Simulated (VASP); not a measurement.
A run of VASP 6.6.1:

The input INCAR:

```
SYSTEM = SiO2
ALGO = Normal
EDIFF = 1E-6
ENCUT = 520
ISIF = 2
ISMEAR = 0
LASPH = .TRUE.
LCHARG = .TRUE.
LELF = .TRUE.
LREAL = .FALSE.
LVHAR = .TRUE.
LWAVE = .FALSE.
NBANDS = 25
NELM = 100
PREC = Accurate
SIGMA = 0.01
```

The input KPOINTS:

```
k-points
0
G
  6 6 6
  0 0 0
```

POSCAR

```
SiO2
1.0
   -2.3527569247      2.3527569247      3.7104197158
    2.3527569247     -2.3527569247      3.7104197158
    2.3527569247      2.3527569247     -3.7104197158
Si O
2 4
Direct
    0.0000000000      0.0000000000      0.0000000000
    0.7500000000      0.2500000000      0.5000000000
    0.9983800000      0.6250000000      0.8733800000
    0.3750000000      0.2483800000      0.3733800000
    0.7516200000      0.1250000000      0.1266200000
    0.8750000000      0.0016200000      0.6266200000
```

Potentials or basis: VASP PAW LDA potentials, release 64 (Si, O).

Run with:

```bash
$ cat potpaw_LDA.64/Si/POTCAR potpaw_LDA.64/O/POTCAR > POTCAR
$ mpirun -np 1 vasp_std > vasp.out
```

Hardware: 1 thread of Intel(R) Xeon(R) 6975P-C (Granite Rapids), on a shared host.

How long does it take, and how much memory?

It took 34 s on 1 thread of Intel(R) Xeon(R) 6975P-C (Granite Rapids) (shared host), peak memory 0.21 GiB. Counts: scf iterations 13, k points 30.
